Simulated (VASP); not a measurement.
Write the native input for VASP 6.6.1 that does the following.

```yaml
Task: single point
Functional: PBE
Potentials_or_basis: VASP PAW PBE potentials, release 64 (Rb_sv, Ag, S)
Cutoff: 520 eV
k_mesh: 6 × 6 × 4
Occupations: gaussian, width 0.1 eV
Spin: no spin polarisation
Dipole_correction: no
Further_INCAR_settings: ALGO = Normal; EDIFF = 1e-06; NBANDS = 24
```

The structure of RbAgS2 lies in POSCAR:

```
RbAgS2
1.0
    5.2770786268     -0.0000000032      0.0000000000
   -2.6385393107      4.5700841501      0.0000000000
    0.0000000000      0.0000000000      6.6680058949
Rb Ag S
1 1 2
Direct
    0.0000000000      0.0000000000      0.0000000000
    0.0000000000      0.0000000000      0.5000000000
    0.3333333333      0.6666666667      0.0000000000
    0.6666666667      0.3333333333      0.0000000000
```

These files were run (other wordings do the same):

INCAR

```
  PREC = Accurate
  ENCUT = 520
  EDIFF = 1E-6
  ISMEAR = 0
  SIGMA = 0.1
  LREAL = F
  LASPH = T
  NELM = 100
  ALGO = Normal
  ISIF = 2
  LWAVE = F
  LCHARG = F
  GGA = PE
  NBANDS = 24
```

KPOINTS

```
regular mesh
0
Gamma
  6 6 4
```

Potentials or basis: VASP PAW PBE potentials, release 64 (Rb_sv, Ag, S).

Launch:

```sh
$ cat potpaw_PBE.64/Rb_sv/POTCAR potpaw_PBE.64/Ag/POTCAR potpaw_PBE.64/S/POTCAR > POTCAR
$ mpirun -np 1 vasp_std > vasp.out
```

Results of the run:

```json
{
 "Pressure": "0.0 GPa",
 "Band gap on the k mesh": "zero (band 16 reaches 0.08 eV, above the bottom of band 17 at -0.27 eV)"
}
```

It took 79 s on 1 thread of Intel(R) Xeon(R) 6975P-C (Granite Rapids) (shared host), peak memory 0.31 GiB.
